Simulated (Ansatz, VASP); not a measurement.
## TaN: VASP beside Ansatz

```xyz
6
Lattice="5.0792 0.0000 0.0000 -2.5396 4.3987 0.0000 0.0000 0.0000 2.8486" Properties=species:S:1:pos:R:3 pbc="T T T"
Ta    0.0000    0.0000    0.0000
Ta    0.0000    2.9325    1.4243
Ta    2.5396    1.4662    1.4243
N     2.5396    0.0000    0.0000
N     1.2698    2.1993    0.0000
N    -1.2698    2.1993    0.0000
```

Change from the starting cell: volume scaled by 0.94, crystal datasets.

Alike in both runs: task electric field gradients; functional PBE; k mesh 5 × 5 × 8; occupations fermi-dirac, width 0.03 eV; no spin polarisation.

|  | VASP | Ansatz |
| --- | --- | --- |
| version | VASP 6.6.1 | Ansatz 0.2.0 |
| potentials or method | VASP PAW PBE potentials, release 64 (Ta_pv, N), cutoff 520 eV | all-electron PAW with datasets made for the crystal, scalar-relativistic |

VASP gave:

```
pressure (GPa)                                                : 35.8
traceless stress, the component that is largest in VASP (GPa) : 6.63
size of Vzz on the site where it differs most (V/Å²)          : 347.3
```

What did Ansatz give for the same quantities?

Pressure (GPa): 34.3; traceless stress, the component that is largest in VASP (GPa): 6.23; size of Vzz on the site where it differs most (V/Å²): 469.0.

Both programs put the cell under a high pressure, so it lies far from rest at this level. Ansatz ran all-electron here, and VASP with PAW potentials.

Spin-orbit coupling is off throughout.
